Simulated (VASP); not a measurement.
# Si (I4/mmm) in VASP: further runs

Runs on Si. Level: PBEsol. Tasks: single point.

Program: VASP 6.6.1. These are calculated values, not measurements. Logs are shortened: lines on timing, memory, paths and dates and some standing lists are left out, and cuts for length are marked.

### 1 The cell of the first run

It takes space group I4/mmm (No. 139, tetragonal). The conventional cell has a = 6.267 Å, b = 6.267 Å, c = 4.083 Å, α = 90.00°, β = 90.00°, γ = 90.00°. Within 3.0 Å of Si (site symmetry m2m) lie 4 Si at 2.24 to 2.40 Å.

### 2 Single point, PBEsol (20.05 Å³/atom)

INCAR reads:

```
SYSTEM = Si
PREC = Accurate
ENCUT = 520
EDIFF = 1E-7
ISMEAR = 0
SIGMA = 0.03
LREAL = .False.
LASPH = .True.
NELM = 60
ALGO = Normal
ISIF = 2
LWAVE = .False.
LCHARG = .False.
GGA = PS
NBANDS = 16
```

KPOINTS reads:

```
regular mesh
0
Gamma
  12 12 12
  0 0 0
```

POSCAR reads:

```
Si
1.0
   -3.1336103293      3.1336103293      2.0415471296
    3.1336103293     -3.1336103293      2.0415471296
    3.1336103293      3.1336103293     -2.0415471296
Si
4
Direct
    0.1787304307      0.1787304307      0.3574608614
    0.8212695693      0.8212695693      0.6425391386
    0.1787304307      0.8212695693      0.0000000000
    0.8212695693      0.1787304307      0.0000000000
```

Potentials or basis: VASP PAW PBE potentials, release 64 (Si).

Command:

```
> cat potpaw_PBE.64/Si/POTCAR > POTCAR
> mpirun -np 1 vasp_std > vasp.out
```

OUTCAR:

```text
SYSTEM = Si
   PREC = Accurate
   ENCUT = 520
   EDIFF = 1E-7
   ISMEAR = 0
   LREAL = .False.
   LASPH = .True.
   NELM = 60
   ISIF = 2
   GGA = PS

 ion  position               nearest neighbor table
   1  0.179  0.179  0.357-   3 2.24   4 2.24   2 2.40   2 2.40
   2  0.821  0.821  0.643-   3 2.24   4 2.24   1 2.40   1 2.40
   3  0.179  0.821  0.000-   1 2.24   2 2.24   4 2.40   4 2.40
   4  0.821  0.179  0.000-   1 2.24   2 2.24   3 2.40   3 2.40

  LATTYP: Found a body centered tetragonal cell.
 ALAT       =     6.2672206586
 C/A-ratio  =     0.6515000000

  Lattice vectors:

 A1 = (  -3.1336103293,   3.1336103293,   2.0415471296)
 A2 = (   3.1336103293,  -3.1336103293,   2.0415471296)
 A3 = (   3.1336103293,   3.1336103293,  -2.0415471296)

Analysis of symmetry for initial positions (statically):
=====================================================================
 Subroutine PRICEL returns:
 Original cell was already a primitive cell.

 Routine SETGRP: Setting up the symmetry group for a
 body centered tetragonal supercell.

 Subroutine GETGRP returns: Found 16 space group operations
 (whereof 16 operations were pure point group operations)
 out of a pool of 16 trial point group operations.

The static configuration has the point symmetry D_4h.

Analysis of symmetry for dynamics (positions and initial velocities):
=====================================================================
 Subroutine PRICEL returns:
 Original cell was already a primitive cell.

 Routine SETGRP: Setting up the symmetry group for a
 body centered tetragonal supercell.

 Subroutine GETGRP returns: Found 16 space group operations
 (whereof 16 operations were pure point group operations)
 out of a pool of 16 trial point group operations.

The dynamic configuration has the point symmetry D_4h.

 Subroutine INISYM returns: Found 16 space group operations
 (whereof 16 operations are pure point group operations),
 and found     1 'primitive' translations

----------------------------------------------------------------------------------------

                                     Primitive cell

  volume of cell :      80.1880

  direct lattice vectors                    reciprocal lattice vectors
    -3.133610329  3.133610329  2.041547130     0.000000000  0.159560362  0.244912298
     3.133610329 -3.133610329  2.041547130     0.159560362  0.000000000  0.244912298
     3.133610329  3.133610329 -2.041547130     0.159560362  0.159560362  0.000000000

  length of vectors
     4.879235808  4.879235808  4.879235808     0.292303854  0.292303854  0.225652429

  position of ions in fractional coordinates (direct lattice)
     0.178730431  0.178730431  0.357460861
     0.821269569  0.821269569  0.642539139
     0.178730431  0.821269569  0.000000000
     0.821269569  0.178730431  0.000000000

  ion indices of the primitive-cell ions
   primitive index   ion index
                 1           1
                 2           2
                 3           3
                 4           4

----------------------------------------------------------------------------------------

 KPOINTS: regular mesh

Automatic generation of k-mesh.
 Grid dimensions read from file:
 generate k-points for:   12   12   12

 Generating k-lattice:

  Cartesian coordinates                     Fractional coordinates (reciprocal lattice)
     0.000000000  0.013296697  0.020409358     0.083333333  0.000000000  0.000000000
     0.013296697  0.000000000  0.020409358     0.000000000  0.083333333  0.000000000
     0.013296697  0.013296697  0.000000000     0.000000000  0.000000000  0.083333333

  Length of vectors
     0.024358655  0.024358655  0.018804369

  Shift w.r.t. Gamma in fractional coordinates (k-lattice)
     0.000000000  0.000000000  0.000000000

 Subroutine IBZKPT returns following result:
 ===========================================

 Found    163 irreducible k-points:

 Following reciprocal coordinates:
            Coordinates               Weight
  0.000000  0.000000  0.000000      1.000000
  0.083333  0.000000  0.000000      8.000000
  0.166667  0.000000  0.000000      8.000000
  0.250000 -0.000000  0.000000      8.000000
  0.333333 -0.000000  0.000000      8.000000
  0.416667 -0.000000  0.000000      8.000000
[... 16 lines left out ...]
  0.500000  0.166667  0.000000     16.000000
 -0.416667  0.166667 -0.000000     16.000000
 [... further k-points ...]
   k-points           NKPTS =    163   k-points in BZ     NKDIM =    163   number of bands    NBANDS=     16
   number of dos      NEDOS =    301   number of ions     NIONS =      4
   total plane-waves  NPLWV =  46656
   dimension x,y,z NGX =    36 NGY =   36 NGZ =   36
   dimension x,y,z NGXF=    72 NGYF=   72 NGZF=   72
   ions per type =               4
   NGX,Y,Z   is equivalent  to a cutoff of  12.27, 12.27, 12.27 a.u.
   NGXF,Y,Z  is equivalent  to a cutoff of  24.53, 24.53, 24.53 a.u.
 SYSTEM =  Si
   PREC   = accura    normal or accurate (medium, high low for compatibility)
   ISTART =      0    job   : 0-new  1-cont  2-samecut
   ICHARG =      2    charge: 1-file 2-atom 10-const
   ISPIN  =      1    spin polarized calculation?
   LNONCOLLINEAR =      F non collinear calculations
   LSORBIT =      F    spin-orbit coupling
   LASPH  =      T    aspherical Exc in radial PAW
   ENCUT  =  520.0 eV  38.22 Ry    6.18 a.u.   9.07  9.07  9.07*2*pi/ulx,y,z
   NELM   =     60;   NELMIN=  2; NELMDL= -5     # of ELM steps
   EDIFF  = 0.1E-06   stopping-criterion for ELM
   LREAL  =      F    real-space projection
   EDIFFG = 0.1E-05   stopping-criterion for IOM
   NSW    =      0    number of steps for IOM
   IBRION =     -1    ionic relax: 0-MD 1-quasi-New 2-CG
   NFREE  =      0    steps in history (QN), initial steepest desc. (CG)
   ISIF   =      2    stress and relaxation
   ISYM   =      2    0-nonsym 1-usesym 2-fastsym
   POTIM  = 0.5000    time-step for ionic-motion
   TEBEG  =    0.0;   TEEND  =   0.0 temperature during run
   PSTRESS=    0.0 pullay stress
   NELECT =      16.0000    total number of electrons
   NUPDOWN=      -1.0000    fix difference up-down
   EMIN   =  10.00;   EMAX   =-10.00  energy-range for DOS
   EFERMI =   0.00;   METHOD = LEGACY
   ISMEAR =     0;   SIGMA  =   0.03  broadening in eV -4-tet -1-fermi 0-gaus
   EFERMI_NEDOS =   21; number of points for ismear=-14 and -15
   IALGO  =     38    algorithm
   IMIX   =      4    mixing-type and parameters
     AMIX     =   0.40;   BMIX     =  1.00
     AMIX_MAG =   1.60;   BMIX_MAG =  1.00
  volume/ion in A,a.u.               =      20.05       135.28
  Fermi-wavevector in a.u.,A,eV,Ry     =   0.956632  1.807773 12.451308  0.915145
  Thomas-Fermi vector in A             =   2.085578
   LORBIT       =      0    0 simple, 1 ext, 2 COOP (PROOUT), +10 PAW based schemes
   GGA     = PS    functional components
   LHFCALC =     F    Hartree Fock is set to
   AEXX    =    0.0000 exact exchange contribution
   IVDW    =     0    specifies the selected vdW correction
   LEPSILON=     F    determine dielectric tensor
   LRPA    =     F    only Hartree local field effects (RPA)
 non-spin polarized calculation
 Gauss-broadening in eV      SIGMA  =   0.03
  energy-cutoff  :      520.00
  volume of cell :       80.19
 maximum number of plane-waves:      2192
   NGX = 19   NGY = 19   NGZ = 19

 number of electron      16.0000000 magnetization

 Free energy of the ion-electron system (eV)
  ---------------------------------------------------
  ext. energy  EPLUGINS =         0.00000000
  ---------------------------------------------------
  free energy    TOTEN  =       -22.01561386 eV

  energy without entropy =      -22.01530403  energy(sigma->0) =      -22.01545894

 E-fermi :   5.7917     XC(G=0):  -9.4781

 val. band max:        5.7853666453   @ k =   0.5000   0.5000   0.2500
 cond. band min:       5.7939248483   @ k =  -0.4167   0.5000   0.3333
 fundamental gap:      0.0085582030
 Fermi energy:         5.7917003462

 k-point     1 :       0.0000    0.0000    0.0000
  band No.  band energies     occupation
      1      -6.5732      2.00000
      2      -1.0300      2.00000
      3       0.2557      2.00000
      4       0.2557      2.00000
      5       1.8231      2.00000
      6       3.9973      2.00000
[... 8 lines left out ...]
     15      10.3135      0.00000
     16      12.9613      0.00000

 k-point     2 :       0.0833    0.0000    0.0000
  band No.  band energies     occupation
      1      -6.5036      2.00000
      2      -1.1454      2.00000
      3       0.0935      2.00000
      4       0.4300      2.00000
      5       1.9085      2.00000
      6       3.6172      2.00000
[... 8 lines left out ...]
     15      10.2572      0.00000
     16      13.2318      0.00000

 k-point     3 :       0.1667    0.0000    0.0000
  band No.  band energies     occupation
      1      -6.2980      2.00000
      2      -1.3516      2.00000
      3      -0.3261      2.00000
      4       0.7247      2.00000
      5       2.0527      2.00000
      6       2.8687      2.00000
[... 8 lines left out ...]
     15      10.9506      0.00000
     16      13.9685      0.00000

 k-point     4 :       0.2500   -0.0000    0.0000
  band No.  band energies     occupation
      1      -5.9687      2.00000
      2      -1.5128      2.00000
      3      -0.9279      2.00000
      4       0.7652      2.00000
      5       2.0160      2.00000
      6       2.3226      2.00000
[... 8 lines left out ...]
     15      12.2285      0.00000
     16      12.4749      0.00000
[... 324 lines left out ...]
 k-point    22 :       0.4167    0.1667    0.0000
  band No.  band energies     occupation
      1      -4.8641      2.00000
      2      -2.5898      2.00000
      3      -1.9949      2.00000
      4       0.2553      2.00000
      5       1.3581      2.00000
      6       3.0606      2.00000
[... 8 lines left out ...]
     15      12.6338      0.00000
     16      13.3038      0.00000

 k-point    23 :       0.5000    0.1667    0.0000
  band No.  band energies     occupation
      1      -5.1683      2.00000
      2      -2.6524      2.00000
      3      -1.6812      2.00000
      4       0.6159      2.00000
      5       1.4895      2.00000
      6       3.0872      2.00000
[... 8 lines left out ...]
     15      12.1626      0.00000
     16      12.7213      0.00000

 k-point    24 :      -0.4167    0.1667   -0.0000
  band No.  band energies     occupation
      1      -5.5914      2.00000
      2      -2.6515      2.00000
      3      -1.0941      2.00000
      4       0.9909      2.00000
      5       1.8347      2.00000
      6       3.1227      2.00000
[... 8 lines left out ...]
     15      12.0693      0.00000
     16      12.2273      0.00000

 [... further k-points ...]

------------------------ aborting loop because EDIFF is reached ----------------------------------------

  FORCE on cell =-STRESS in cart. coord.  units (eV):
  Direction    XX          YY          ZZ          XY          YZ          ZX
  --------------------------------------------------------------------------------------
  -------------------------------------------------------------------------------------
  Total        6.8542929      6.8542929     -4.2796773      0.0000000      0.0000000      0.0000000
  in kB      136.9505743    136.9505743    -85.5090774      0.0000000      0.0000000      0.0000000
  external PRESSURE =      62.7973570 kB  Pullay stress =       0.0000000 kB

 VOLUME and BASIS-vectors are now :
 -----------------------------------------------------------------------------
  energy-cutoff  :      520.00
  volume of cell :       80.19
      direct lattice vectors                 reciprocal lattice vectors
    -3.133610329  3.133610329  2.041547130     0.000000000  0.159560362  0.244912298
     3.133610329 -3.133610329  2.041547130     0.159560362  0.000000000  0.244912298
     3.133610329  3.133610329 -2.041547130     0.159560362  0.159560362  0.000000000

 POSITION                                       TOTAL-FORCE (eV/Angst)
 -----------------------------------------------------------------------------------
      1.12014      1.12014      0.00000         1.415919      1.415919     -0.000000
      2.01347      2.01347      2.04155        -1.415919     -1.415919      0.000000
      2.01347     -2.01347      2.04155        -1.415919      1.415919     -0.000000
     -2.01347      2.01347      2.04155         1.415919     -1.415919     -0.000000
 -----------------------------------------------------------------------------------
    total drift:                               -0.000000      0.000000     -0.000000

  FREE ENERGIE OF THE ION-ELECTRON SYSTEM (eV)
  ---------------------------------------------------
  free  energy   TOTEN  =       -22.0156138565 eV

  energy  without entropy=      -22.0153040256  energy(sigma->0) =      -22.01545894
```

Run time: 2.6 min. Hardware: 1 thread of Intel Xeon 8259CL, shared host; peak memory 0.3 GiB.

What came out:

| Item | Value |
| --- | --- |
| Free energy | -22.0156 eV |
| Pressure | 6.3 GPa |
| Largest force | 2.002 eV/Å |
| Band gap on the k mesh | zero (bands 8 and 9 overlap by 0.51 eV) |

Forces in eV/Å, atoms in the order of the input:
```
Si   1.416  1.416  0.000
Si  -1.416 -1.416  0.000
Si  -1.416  1.416  0.000
Si   1.416 -1.416  0.000
```

Caveat: the stress differs along the axes, from -9 to 14 GPa; semilocal functionals underestimate gaps, and a narrow one can read as zero; the PAW data sets were made with another functional, which shifts forces and pressure a little.

### 3 Single point, PBEsol (20.05 Å³/atom)

INCAR reads:

```
PREC     = Accurate       # precision mode
ENCUT    = 520            # plane-wave cutoff, eV
EDIFF    = 1E-6           # SCF threshold, eV
ISMEAR   = 0              # smearing method
SIGMA    = 0.03           # smearing width, eV
LREAL    = F              # projectors in reciprocal space
LASPH    = T              # aspherical terms in the spheres
NELM     = 100            # most SCF steps
ALGO     = Normal         # electronic algorithm
ISIF     = 2              # what is computed and relaxed
LWAVE    = F              # write WAVECAR
LCHARG   = F              # write CHGCAR
GGA      = PS             # functional
NBANDS   = 16             # bands
```

KPOINTS reads:

```
Automatic mesh
0
Gamma
  12 12 12
```

POSCAR reads:

```
Si
1.0
   -3.2620472844      3.2620472844      1.8839478916
    3.2620472844     -3.2620472844      1.8839478916
    3.2620472844      3.2620472844     -1.8839478916
Si
4
Direct
    0.1787304307      0.1787304307      0.3574608614
    0.8212695693      0.8212695693      0.6425391386
    0.1787304307      0.8212695693      0.0000000000
    0.8212695693      0.1787304307      0.0000000000
```

Potentials or basis: VASP PAW PBE potentials, release 64 (Si).

Command:

```
> cat potpaw_PBE.64/Si/POTCAR > POTCAR
> mpirun -np 1 vasp_std > vasp.out
```

It took 3.3 min on 1 thread of Intel Xeon 8259CL, shared host; peak memory 0.32 GiB.

Results (log left out):

```yaml
Free_energy: -22.4713 eV
Pressure: 5.4 GPa
Largest_force: 0.086 eV/Å
Band_gap_on_the_k_mesh: zero (bands 8 and 9 overlap by 0.04 eV)
```

Forces on the atoms (eV/Å):
```
Si   0.061  0.061  0.000
Si  -0.061 -0.061  0.000
Si  -0.061  0.061  0.000
Si   0.061 -0.061  0.000
```

Stress tensor (GPa, compression positive):
```
5.36 0.00 0.00
0.00 5.36 0.00
0.00 0.00 5.63
```

Levels at points of the mesh, in eV from the Fermi level:
| k point | band 6 | band 7 | band 8 | band 9 | band 10 | band 11 |
| --- | --- | --- | --- | --- | --- | --- |
| (0.00, 0.00, 0.00) | -1.54 | -1.54 | -0.61 | 1.31 | 1.68 | 1.68 |
| (0.50, 0.00, 0.00) | -3.74 | -2.54 | -1.49 | 0.66 | 2.39 | 2.91 |
| (0.50, 0.50, 0.00) | -2.11 | -2.04 | -1.69 | 1.59 | 1.84 | 1.91 |
| (0.50, 0.50, 0.50) | -0.19 | 0.02 | 0.02 | 0.25 | 3.56 | 3.88 |

Caveat: the cell stands under pressure; semilocal functionals underestimate gaps, and a narrow one can read as zero; the PAW data sets were made with another functional, which shifts forces and pressure a little.

### 4 Single point, PBEsol (20.05 Å³/atom)

INCAR reads:

```
PREC = Accurate
ENCUT = 520
EDIFF = 1E-7
ISMEAR = 0
SIGMA = 0.03
LREAL = False
LASPH = True
NELM = 80
ALGO = Normal
ISIF = 2
LWAVE = False
LCHARG = False
GGA = PS
NBANDS = 16
```

KPOINTS reads:

```
regular mesh
0
Gamma
  12 12 12
```

POSCAR reads:

```
Si
1.0
   -3.3506923700      3.3506923700      1.7855839640
    3.3506923700     -3.3506923700      1.7855839640
    3.3506923700      3.3506923700     -1.7855839640
Si
4
Direct
    0.1787304307      0.1787304307      0.3574608614
    0.8212695693      0.8212695693      0.6425391386
    0.1787304307      0.8212695693      0.0000000000
    0.8212695693      0.1787304307      0.0000000000
```

Command:

```
> cat potpaw_PBE.64/Si/POTCAR > POTCAR
> mpirun -np 1 vasp_std > vasp.out
```

It took 4.1 min on 1 thread of Intel Xeon 8259CL, shared host; peak memory 0.33 GiB.

The run converged. Its results:

| Quantity | Value |
| --- | --- |
| Free energy | -22.2413 eV |
| Pressure | 6.4 GPa |
| Largest force | 1.035 eV/Å |
| Band gap on the k mesh | zero (bands 8 and 9 overlap by 0.15 eV) |

Forces in eV/Å, atoms in the order of the input:
```
Si  -0.732 -0.732  0.000
Si   0.732  0.732  0.000
Si   0.732 -0.732  0.000
Si  -0.732  0.732  0.000
```

Stress tensor (GPa, compression positive):
```
 0.77  0.00  0.00
 0.00  0.77  0.00
 0.00  0.00 17.59
```

Levels at points of the mesh, in eV from the Fermi level:
```csv
k point,band 4,band 5,band 6,band 7,band 8,band 9,band 10,band 11,band 12,band 13
"(0.00, 0.00, 0.00)",-5.81,-4.03,-1.06,-1.06,-0.52,1.13,1.13,2.10,2.75,2.86
"(0.50, 0.00, 0.00)",-6.52,-4.65,-3.71,-2.40,-1.74,0.57,2.03,2.69,3.26,3.93
"(0.50, 0.50, 0.00)",-5.09,-3.20,-2.42,-1.50,-1.17,1.75,2.27,2.50,3.63,4.76
"(0.50, 0.50, 0.50)",-5.41,-2.37,-0.17,-0.17,0.07,1.12,2.74,2.98,4.63,4.79
```

Caveat: the stress differs along the axes, from 1 to 18 GPa; semilocal functionals underestimate gaps, and a narrow one can read as zero; the PAW data sets were made with another functional, which shifts forces and pressure a little.

### 5 Overview

```csv
cell,gap on the mesh (eV),pressure (GPa),largest force (eV/Å)
"a = 4.879 Å, angles 100.1, 100.1, 130.5°, 4 atoms",none,6.3,2.00
"a = 4.983 Å, angles 98.2, 98.2, 135.6°, 4 atoms",none,5.4,0.09
"a = 5.064 Å, angles 97.1, 97.1, 138.7°, 4 atoms",none,6.4,1.04
```

Alike in all rows: task single point; level PBEsol; potentials or basis VASP PAW PBE potentials, release 64 (Si); no spin polarisation; k mesh 12 × 12 × 12; cutoff (eV) 520; smearing gaussian 0.03 eV.

Caveats: semilocal functionals underestimate gaps, and a narrow one can read as zero; the PAW data sets were made with another functional, which shifts forces and pressure a little; the stress differs along the axes, from -9 to 14 GPa (at least some runs); the cell stands under pressure (at least some runs); the stress differs along the axes, from 1 to 18 GPa (at least some runs).

Absolute energies hang on the potentials; compare differences alone.

The gap in the log of VASP goes by the Fermi energy; the results here count the filled bands.